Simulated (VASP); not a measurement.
# C (C2/m) in VASP: further runs

Runs on C. Level: PBEsol. Tasks: single point.

All numbers are computed with VASP 6.6.1; they aren't measurements. Logs are shortened: lines on timing, memory, paths and dates and some standing lists are left out, and cuts for length are marked.

**1. The cell of the first run**

It takes space group C2/m (No. 12, monoclinic). The conventional cell has a = 4.365 Å, b = 2.520 Å, c = 3.862 Å, α = 90.00°, β = 111.49°, γ = 90.00°. Within 1.9 Å of C (site symmetry m) lie 3 C at 1.46 Å.

**2. Single point, PBEsol**

The input, INCAR:

```
SYSTEM = C
  ALGO = Normal
  EDIFF = 1E-6
  ENCUT = 520
  GGA = PS
  ISIF = 2
  ISMEAR = 0
  LASPH = .True.
  LCHARG = .False.
  LREAL = .False.
  LWAVE = .False.
  NBANDS = 11
  NELM = 80
  PREC = Accurate
  SIGMA = 0.15
```

The input, KPOINTS:

```
k-points
0
Gamma
  14 14 8
  0 0 0
```

The input, POSCAR:

```
C
1.0
    2.1825996185     -1.2601975535      0.0000000000
    2.1825996185      1.2601975535      0.0000000000
   -1.4149059173      0.0000000000      3.5938530272
C
2
Direct
    0.8333600000      0.8333600000      0.0000900000
    0.1666400000      0.1666400000      0.9999100000
```

Potentials or basis: VASP PAW PBE potentials, release 64 (C).

Launch:

```sh
cat potpaw_PBE.64/C/POTCAR > POTCAR
mpirun -np 1 vasp_std > vasp.out
```

OUTCAR:

```text
SYSTEM = C
   EDIFF = 1E-6
   ENCUT = 520
   GGA = PS
   ISIF = 2
   ISMEAR = 0
   LASPH = .True.
   LREAL = .False.
   NELM = 80
   PREC = Accurate

 ion  position               nearest neighbor table
   1  0.833  0.833  0.000-   2 1.46   2 1.46   2 1.46
   2  0.167  0.167  1.000-   1 1.46   1 1.46   1 1.46

  LATTYP: Found a base centered monoclinic cell.
 ALAT       =     4.3651992370
 B/A-ratio  =     0.5773837505
 C/A-ratio  =     0.8848047022
 COS(beta)  =    -0.3663330234

  Lattice vectors:

 A1 = (   2.1825996185,  -1.2601975535,   0.0000000000)
 A2 = (   2.1825996185,   1.2601975535,   0.0000000000)
 A3 = (  -1.4149059173,   0.0000000000,   3.5938530272)

Analysis of symmetry for initial positions (statically):
=====================================================================
 Subroutine PRICEL returns:
 Original cell was already a primitive cell.

 Routine SETGRP: Setting up the symmetry group for a
 base centered monoclinic supercell.

 Subroutine GETGRP returns: Found  4 space group operations
 (whereof  4 operations were pure point group operations)
 out of a pool of  4 trial point group operations.

The static configuration has the point symmetry C_2h.

Analysis of symmetry for dynamics (positions and initial velocities):
=====================================================================
 Subroutine PRICEL returns:
 Original cell was already a primitive cell.

 Routine SETGRP: Setting up the symmetry group for a
 base centered monoclinic supercell.

 Subroutine GETGRP returns: Found  4 space group operations
 (whereof  4 operations were pure point group operations)
 out of a pool of  4 trial point group operations.

The dynamic configuration has the point symmetry C_2h.

 Subroutine INISYM returns: Found  4 space group operations
 (whereof  4 operations are pure point group operations),
 and found     1 'primitive' translations

----------------------------------------------------------------------------------------

                                     Primitive cell

  volume of cell :      19.7698

  direct lattice vectors                    reciprocal lattice vectors
     2.182599618 -1.260197554  0.000000000     0.229084618 -0.396763189  0.090190995
     2.182599618  1.260197554  0.000000000     0.229084618  0.396763189  0.090190995
    -1.414905917  0.000000000  3.593853027     0.000000000  0.000000000  0.278252892

  length of vectors
     2.520285493  2.520285493  3.862348811     0.466942401  0.466942401  0.278252892
[... 88 lines left out ...]
   ISYM   =      2    0-nonsym 1-usesym 2-fastsym
   POTIM  = 0.5000    time-step for ionic-motion
   TEBEG  =    0.0;   TEEND  =   0.0 temperature during run
   PSTRESS=    0.0 pullay stress
   NELECT =       8.0000    total number of electrons
   NUPDOWN=      -1.0000    fix difference up-down
   EMIN   =  10.00;   EMAX   =-10.00  energy-range for DOS
   EFERMI =   0.00;   METHOD = LEGACY
   ISMEAR =     0;   SIGMA  =   0.15  broadening in eV -4-tet -1-fermi 0-gaus
   EFERMI_NEDOS =   21; number of points for ismear=-14 and -15
   IALGO  =     38    algorithm
   IMIX   =      4    mixing-type and parameters
     AMIX     =   0.40;   BMIX     =  1.00
     AMIX_MAG =   1.60;   BMIX_MAG =  1.00
  volume/ion in A,a.u.               =       9.88        66.71
  Fermi-wavevector in a.u.,A,eV,Ry     =   1.210888  2.288246 19.949525  1.466249
  Thomas-Fermi vector in A             =   2.346420
   LORBIT       =      0    0 simple, 1 ext, 2 COOP (PROOUT), +10 PAW based schemes
   GGA     = PS    functional components
   LHFCALC =     F    Hartree Fock is set to
   AEXX    =    0.0000 exact exchange contribution
   IVDW    =     0    specifies the selected vdW correction
   LEPSILON=     F    determine dielectric tensor
   LRPA    =     F    only Hartree local field effects (RPA)
 non-spin polarized calculation
 Gauss-broadening in eV      SIGMA  =   0.15
  energy-cutoff  :      520.00
  volume of cell :       19.77
 maximum number of plane-waves:       544
   NGX =  9   NGY =  9   NGZ = 15

 number of electron       8.0000000 magnetization

 Free energy of the ion-electron system (eV)
  ---------------------------------------------------
  ext. energy  EPLUGINS =         0.00000000
  ---------------------------------------------------
  free energy    TOTEN  =       -19.21576430 eV

  energy without entropy =      -19.21576344  energy(sigma->0) =      -19.21576387

 E-fermi :   3.6917     XC(G=0):  -9.9379

 val. band max:        3.3125272308   @ k =  -0.2857   0.3571   0.1250
 cond. band min:       4.0683628398   @ k =  -0.3571   0.3571   0.5000
 fundamental gap:      0.7558356090
 Fermi energy:         3.6916765614

 k-point     1 :       0.0000    0.0000    0.0000
  band No.  band energies     occupation
      1     -15.3989      2.00000
      2      -2.8068      2.00000
      3       0.6377      2.00000
      4       0.6397      2.00000
      5       7.4694      0.00000
      6      11.5381      0.00000
      7      11.5415      0.00000
      8      14.2731      0.00000
      9      14.8777      0.00000
     10      25.1649      0.00000
     11      26.5238      0.00000
[... 309 lines left out ...]
 k-point    24 :       0.2857    0.1429    0.0000
  band No.  band energies     occupation
      1     -13.9800      2.00000
      2      -3.1134      2.00000
      3      -1.8564      2.00000
      4      -1.5288      2.00000
      5       9.8904      0.00000
      6      10.5546      0.00000
      7      12.6699      0.00000
      8      13.9901      0.00000
      9      18.6689      0.00000
     10      21.0360      0.00000
     11      26.4179      0.00000

 [... further k-points ...]

------------------------ aborting loop because EDIFF is reached ----------------------------------------

  FORCE on cell =-STRESS in cart. coord.  units (eV):
  Direction    XX          YY          ZZ          XY          YZ          ZX
  --------------------------------------------------------------------------------------
  -------------------------------------------------------------------------------------
  Total       -3.1192438     -3.1239383      0.0107245      0.0000000      0.0000000     -0.0030585
  in kB     -252.7882501   -253.1687004      0.8691310      0.0000000      0.0000000     -0.2478686
  external PRESSURE =    -168.3626065 kB  Pullay stress =       0.0000000 kB

 VOLUME and BASIS-vectors are now :
 -----------------------------------------------------------------------------
  energy-cutoff  :      520.00
  volume of cell :       19.77
      direct lattice vectors                 reciprocal lattice vectors
     2.182599618 -1.260197554  0.000000000     0.229084618 -0.396763189  0.090190995
     2.182599618  1.260197554  0.000000000     0.229084618  0.396763189  0.090190995
    -1.414905917  0.000000000  3.593853027     0.000000000  0.000000000  0.278252892

 POSITION                                       TOTAL-FORCE (eV/Angst)
 -----------------------------------------------------------------------------------
      3.63766      0.00000      0.00032         0.002009      0.000000     -0.003852
     -0.68736      0.00000      3.59353        -0.002009      0.000000      0.003852
 -----------------------------------------------------------------------------------
    total drift:                                0.000000     -0.000000     -0.000000

  FREE ENERGIE OF THE ION-ELECTRON SYSTEM (eV)
  ---------------------------------------------------
  free  energy   TOTEN  =       -19.2157642955 eV

  energy  without entropy=      -19.2157634363  energy(sigma->0) =      -19.21576387
```

Wall time 77 s (1 thread of Intel Xeon Platinum 8259CL at 2.50GHz (Skylake/Cascade Lake), shared host); peak memory 0.18 GiB.

Results:

| Quantity | Value |
| --- | --- |
| Free energy | -19.2158 eV |
| Pressure | -16.8 GPa |
| Largest force | 0.004 eV/Å |
| Band gap on the k mesh | 0.76 eV, indirect (least direct gap 0.78 eV) |

Forces in eV/Å, atoms in the order of the input:
```
C    0.002  0.000 -0.004
C   -0.002  0.000  0.004
```

Stress tensor (GPa, compression positive):
```
-25.28   0.00  -0.02
  0.00 -25.32   0.00
 -0.02   0.00   0.09
```

Levels at points of the mesh, in eV from the valence-band top:
| k point | band 1 | band 2 | band 3 | band 4 | band 5 | band 6 | band 7 | band 8 |
| --- | --- | --- | --- | --- | --- | --- | --- | --- |
| (0.00, 0.00, 0.00) | -18.71 | -6.12 | -2.67 | -2.67 | 4.16 | 8.23 | 8.23 | 10.96 |
| (0.50, 0.00, 0.00) | -13.67 | -12.51 | -5.86 | -1.64 | 2.21 | 7.18 | 11.50 | 11.98 |
| (0.50, 0.50, 0.00) | -13.60 | -12.46 | -5.89 | -2.13 | 1.70 | 6.94 | 12.61 | 14.06 |
| (0.00, 0.00, 0.50) | -18.53 | -7.56 | -2.68 | -2.68 | 8.20 | 8.20 | 9.40 | 11.09 |
| (0.50, 0.00, 0.50) | -13.60 | -12.45 | -5.89 | -2.17 | 1.66 | 6.94 | 12.69 | 14.27 |
| (0.50, 0.50, 0.50) | -13.66 | -12.50 | -5.86 | -1.68 | 2.16 | 7.18 | 11.58 | 12.12 |

Caveat: the PAW data sets were made with another functional, which shifts forces and pressure a little; this functional lacks dispersion, which binds the layers, so the pressure and a relaxed spacing across them are unreliable. PBEsol gaps usually lie below the measured ones, often by a third to a half.

**3. Single point, PBEsol**

This run uses another cell than the first one, of 10.25 Å³/atom, 1.037 times its volume.

The input, INCAR:

```
SYSTEM = C
  PREC = Accurate
  ENCUT = 520
  EDIFF = 1E-7
  ISMEAR = 0
  SIGMA = 0.15
  LREAL = .FALSE.
  LASPH = .TRUE.
  NELM = 100
  ALGO = Normal
  ISIF = 2
  LWAVE = .FALSE.
  LCHARG = .FALSE.
  GGA = PS
  NBANDS = 11
```

The input, KPOINTS:

```
regular mesh
0
G
  14 14 8
  0 0 0
```

The input, POSCAR:

```
C
1.0
    2.2092193105     -1.2755673311      0.0000000000
    2.2092193105      1.2755673311      0.0000000000
   -1.4321625682      0.0000000000      3.6376848230
C
2
Direct
    0.8333600000      0.8333600000      0.0000900000
    0.1666400000      0.1666400000      0.9999100000
```

Potentials or basis: VASP PAW PBE potentials, release 64 (C).

Launch:

```sh
cat potpaw_PBE.64/C/POTCAR > POTCAR
mpirun -np 1 vasp_std > vasp.out
```

OUTCAR:

```text
SYSTEM = C
   PREC = Accurate
   ENCUT = 520
   EDIFF = 1E-7
   ISMEAR = 0
   LREAL = .FALSE.
   LASPH = .TRUE.
   NELM = 100
   ISIF = 2
   GGA = PS

 ion  position               nearest neighbor table
   1  0.833  0.833  0.000-   2 1.47   2 1.47   2 1.47
   2  0.167  0.167  1.000-   1 1.47   1 1.47   1 1.47

  LATTYP: Found a base centered monoclinic cell.
 ALAT       =     4.4184386210
 B/A-ratio  =     0.5773837505
 C/A-ratio  =     0.8848047022
 COS(beta)  =    -0.3663330234

  Lattice vectors:

 A1 = (   2.2092193105,  -1.2755673311,   0.0000000000)
 A2 = (   2.2092193105,   1.2755673311,   0.0000000000)
 A3 = (  -1.4321625682,   0.0000000000,   3.6376848230)

Analysis of symmetry for initial positions (statically):
=====================================================================
 Subroutine PRICEL returns:
 Original cell was already a primitive cell.

 Routine SETGRP: Setting up the symmetry group for a
 base centered monoclinic supercell.

 Subroutine GETGRP returns: Found  4 space group operations
 (whereof  4 operations were pure point group operations)
[... 174 lines left out ...]
      2      -2.9122      2.00000
      3       0.3329      2.00000
      4       0.3347      2.00000
      5       7.2376      0.00000
      6      11.0144      0.00000
      7      11.0176      0.00000
      8      13.5706      0.00000
      9      13.8021      0.00000
     10      24.4230      0.00000
     11      25.7153      0.00000
[... 309 lines left out ...]
 k-point    24 :       0.2857    0.1429   -0.0000
  band No.  band energies     occupation
      1     -14.0214      2.00000
      2      -3.3740      2.00000
      3      -2.0736      2.00000
      4      -1.6653      2.00000
      5       9.5959      0.00000
      6      10.0217      0.00000
      7      12.0991      0.00000
      8      13.2074      0.00000
      9      17.7709      0.00000
     10      20.4805      0.00000
     11      25.6470      0.00000

 [... further k-points ...]

------------------------ aborting loop because EDIFF is reached ----------------------------------------

  FORCE on cell =-STRESS in cart. coord.  units (eV):
  Direction    XX          YY          ZZ          XY          YZ          ZX
  --------------------------------------------------------------------------------------
  -------------------------------------------------------------------------------------
  Total       -4.5677277     -4.5723317      0.0017993      0.0000000      0.0000000     -0.0027989
  in kB     -356.9550297   -357.3148170      0.1406116      0.0000000      0.0000000     -0.2187274
  external PRESSURE =    -238.0430784 kB  Pullay stress =       0.0000000 kB

 VOLUME and BASIS-vectors are now :
 -----------------------------------------------------------------------------
  energy-cutoff  :      520.00
  volume of cell :       20.50
      direct lattice vectors                 reciprocal lattice vectors
     2.209219310 -1.275567331  0.000000000     0.226324294 -0.391982444  0.089104251
     2.209219310  1.275567331  0.000000000     0.226324294  0.391982444  0.089104251
    -1.432162568  0.000000000  3.637684823     0.000000000  0.000000000  0.274900122

 POSITION                                       TOTAL-FORCE (eV/Angst)
 -----------------------------------------------------------------------------------
      3.68202      0.00000      0.00033         0.002042      0.000000     -0.004232
     -0.69575      0.00000      3.63736        -0.002042      0.000000      0.004232
 -----------------------------------------------------------------------------------
    total drift:                                0.000000     -0.000000     -0.000000

  FREE ENERGIE OF THE ION-ELECTRON SYSTEM (eV)
  ---------------------------------------------------
  free  energy   TOTEN  =       -19.1228909222 eV

  energy  without entropy=      -19.1228898297  energy(sigma->0) =      -19.12289038
```

OSZICAR:

```text
N       E                     dE             d eps       ncg     rms          rms(c)
DAV:   1     0.646276001767E+00    0.64628E+00   -0.40110E+03  9534   0.638E+02
DAV:   2    -0.194635788765E+02   -0.20110E+02   -0.19240E+02 12578   0.116E+02
DAV:   3    -0.199671790926E+02   -0.50360E+00   -0.50253E+00 11884   0.152E+01
DAV:   4    -0.199693856368E+02   -0.22065E-02   -0.22063E-02 11038   0.122E+00
DAV:   5    -0.199693954203E+02   -0.97836E-05   -0.97834E-05 12027   0.747E-02    0.555E+00
DAV:   6    -0.193307225447E+02    0.63867E+00   -0.52847E-01 11096   0.409E+00    0.321E+00
DAV:   7    -0.191210197884E+02    0.20970E+00   -0.61397E-01 11443   0.446E+00    0.769E-01
DAV:   8    -0.191229843417E+02   -0.19646E-02   -0.15629E-02 10482   0.778E-01    0.965E-02
DAV:   9    -0.191228158990E+02    0.16844E-03   -0.40722E-04 11500   0.125E-01    0.505E-02
DAV:  10    -0.191228899100E+02   -0.74011E-04   -0.13892E-04 10562   0.727E-02    0.228E-02
DAV:  11    -0.191228904406E+02   -0.53057E-06   -0.53263E-06 11697   0.128E-02    0.649E-03
DAV:  12    -0.191228909809E+02   -0.54032E-06   -0.88424E-07 10481   0.565E-03    0.995E-04
DAV:  13    -0.191228909222E+02    0.58772E-07   -0.62365E-08 11873   0.153E-03
   1 F= -.19122891E+02 E0= -.19122890E+02  d E =-.109249E-05
```

It took 81 s on 1 thread of Intel Xeon Platinum 8259CL at 2.50GHz (Skylake/Cascade Lake), shared host; peak memory 0.19 GiB.

What came out:

- Free energy: -19.1229 eV
- Pressure: -23.8 GPa
- Largest force: 0.005 eV/Å
- Band gap on the k mesh: 0.74 eV, indirect (least direct gap 0.76 eV)

Forces on the atoms (eV/Å):
```
C    0.002  0.000 -0.004
C   -0.002  0.000  0.004
```

Caveat: the PAW data sets were made with another functional, which shifts forces and pressure a little; this functional lacks dispersion, which binds the layers, so the pressure and a relaxed spacing across them are unreliable. A k mesh can miss the band edges.
